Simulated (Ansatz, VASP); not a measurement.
# Li2ZrP2: VASP beside Ansatz

```
CELL_PARAMETERS angstrom
-1.97111 1.97111 4.78167
1.97111 -1.97111 4.78167
1.97111 1.97111 -4.78167
ATOMIC_POSITIONS crystal
Li 0.37110 0.37110 0.00000
Li 0.62890 0.62890 0.00000
Zr 0.00000 0.00000 0.00000
P 0.25000 0.75000 0.50000
P 0.75000 0.25000 0.50000
```

Alike in both runs: task single point; functional PBE; k mesh 6 × 6 × 6; occupations gaussian, width 0.1 eV; no spin polarisation.

|  | VASP | Ansatz |
| --- | --- | --- |
| version | VASP 6.6.1 | Ansatz 0.2.0 |
| potentials or method | VASP PAW PBE potentials, release 64 (Li_sv, Zr_sv, P), cutoff 520 eV | scalar-relativistic, plane waves, PAW |
| valence electrons in the cell | 28 | 28 |

|  | VASP | Ansatz | Ansatz less VASP |
| --- | --- | --- | --- |
| gap on the k mesh at the Fermi level (eV) | none | none | - |
| rms of the force components (eV/Å) | 0.223 | 0.220 | -0.0030 |

Atom by atom the forces differ by 0.003 eV/Å (rms over components). A gap of «none» marks a metal or a gap that the smearing closes.

The k mesh is coarse, so the values compare programs but aren't converged. Noted on VASP's run: the cutoff is under 1.25 times that of the potentials, so the pressure is a little rough.
